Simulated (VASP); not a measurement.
**AlBiO4: single point with PBE**

The system is AlBiO4.

```xyz
6
Lattice="4.6177 0.0000 0.0000 -2.3088 3.9990 0.0000 0.0000 0.0000 5.4484" Properties=species:S:1:pos:R:3 pbc="T T T"
Al    0.0000    0.0000    0.0000
Bi    0.0000    0.0000    2.7242
O     0.0000    0.0000    4.1239
O     0.0000    0.0000    1.3245
O     0.0000    2.6660    0.0000
O     2.3088    1.3330    0.0000
```

The cell was built from a structure type or drawn by symmetry, and may not be a known phase.

| Property | Result |
| --- | --- |
| Program | VASP 6.6.1 |
| Task | single point |
| Functional | PBE |
| Potentials or basis | VASP PAW PBE potentials, release 64 (Al, Bi_d, O) |
| Cutoff | 520 eV |
| k mesh | 6 × 6 × 4 |
| Occupations | gaussian, width 0.1 eV |
| Spin | no spin polarisation |
| Dipole correction | no |
| Further INCAR settings | ALGO = Normal; EDIFF = 1e-06; NBANDS = 30 |

```yaml
Pressure: 105.4 GPa
Largest_force: 22.524 eV/Å
Band_gap_on_the_k_mesh: zero (bands 21 and 22 overlap by 0.63 eV)
```

Forces in eV/Å, atoms in the order of the input:
```
Al    0.000   0.000   0.000
Bi    0.000   0.000   0.000
O     0.000   0.000  22.524
O     0.000   0.000 -22.524
O     0.000   0.000   0.000
O     0.000   0.000   0.000
```

Stress tensor (GPa, compression positive):
```
-18.82   0.00   0.00
  0.00 -18.82   0.00
  0.00   0.00 353.70
```

Levels at points of the mesh, in eV from the Fermi level:
```
           k point  band 18  band 19  band 20  band 21  band 22  band 23  band 24  band 25
(0.00, 0.00, 0.00)    -1.51    -0.50    -0.50    -0.12     0.32     1.55     1.55     5.00
(0.50, 0.00, 0.00)    -0.97    -0.84    -0.62    -0.47     0.13     0.90     2.63     5.47
(0.00, 0.00, 0.50)    -1.84    -0.29    -0.29    -0.17     1.58     1.58     1.76     3.21
(0.50, 0.00, 0.50)    -1.58    -0.78    -0.41    -0.05     0.13     0.95     3.08     5.73
```

Wall time 120 s on 1 thread of AMD EPYC 7R43 64-Core Processor (Zen 3), with other jobs on the host, peak memory 0.2 GiB.

Caveat: atoms lie so close that the PAW spheres overlap strongly, which falsifies energies and pressures; the cell stands under pressure; spin-orbit coupling is left out, which moves the levels of the heavy elements; forces of over 1 eV/Å act on the atoms, so gaps and moduli don't describe the material at rest.
